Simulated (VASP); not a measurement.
SnTe, 2 atoms in the cell. It takes space group Fm-3m (No. 225, cubic). The conventional cell has a = 6.302 Å, b = 6.302 Å, c = 6.302 Å, α = 90.00°, β = 90.00°, γ = 90.00°. Within 4.1 Å of Te (site symmetry m-3m) lie 6 Sn at 3.15 Å. Sn (site symmetry m-3m) has 6 Te at 3.15 Å within 4.1 Å. 

```yaml
Program: VASP 6.6.1
Task: single point
Functional: PBE
Potentials_or_basis: VASP PAW PBE potentials, release 64 (Te, Sn_d)
Cutoff: 520 eV
k_mesh: 7 × 7 × 7
Occupations: gaussian, width 0.025 eV
Spin: no spin polarisation
Dipole_correction: no
Further_INCAR_settings: ALGO = Normal; EDIFF = 1e-06; NBANDS = 17
```

Potentials or basis: VASP PAW PBE potentials, release 64 (Te, Sn_d).

Run with:

```bash
$ cat potpaw_PBE.64/Te/POTCAR potpaw_PBE.64/Sn_d/POTCAR > POTCAR
$ mpirun -np 1 vasp_std > vasp.out
```

Hardware: 1 thread of AMD EPYC 7R43 64-Core Processor (Zen 3), on a shared host.

**Question.** Estimate the wall time of this run.

**Answer.** Wall time 34 s on 1 thread of AMD EPYC 7R43 64-Core Processor (Zen 3), with other jobs on the host, peak memory 0.17 GiB. Counts: scf iterations 12, k points 20.
